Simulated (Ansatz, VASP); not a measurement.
One calculation of SiNi, two programs

```
CELL_PARAMETERS angstrom
2.97178 0.00000 0.00000
-1.48589 2.57363 0.00000
0.00000 0.00000 4.30759
ATOMIC_POSITIONS crystal
Ni 0.00000 0.00000 0.00000
Ni 0.00000 0.00000 0.50000
Si 0.33333 0.66667 0.25000
Si 0.66667 0.33333 0.75000
```

Change from the starting cell: volume scaled by 0.64, LAPW.

Alike in both runs: task single point; functional PBE; k mesh 11 × 11 × 6; occupations fermi-dirac, width 0.1 eV; no spin polarisation.

```csv
,VASP,Ansatz
version,VASP 6.6.1,Ansatz 0.2.0
potentials or method,"VASP PAW PBE potentials, release 64 (Ni, Si), cutoff 520 eV","all-electron LAPW, scalar-relativistic"
```

|  | VASP | Ansatz | Ansatz less VASP |
| --- | --- | --- | --- |
| pressure (GPa) | 194.7 | 194.5 | -0.20 |
| traceless stress, the component that is largest in VASP (GPa) | -0.12 | 0.02 | +0.143 |

Both programs put the cell under a high pressure, so it lies far from rest at this level. Ansatz ran all-electron here, and VASP with PAW potentials.

Noted on VASP's run: the cell as given lies far from equilibrium.
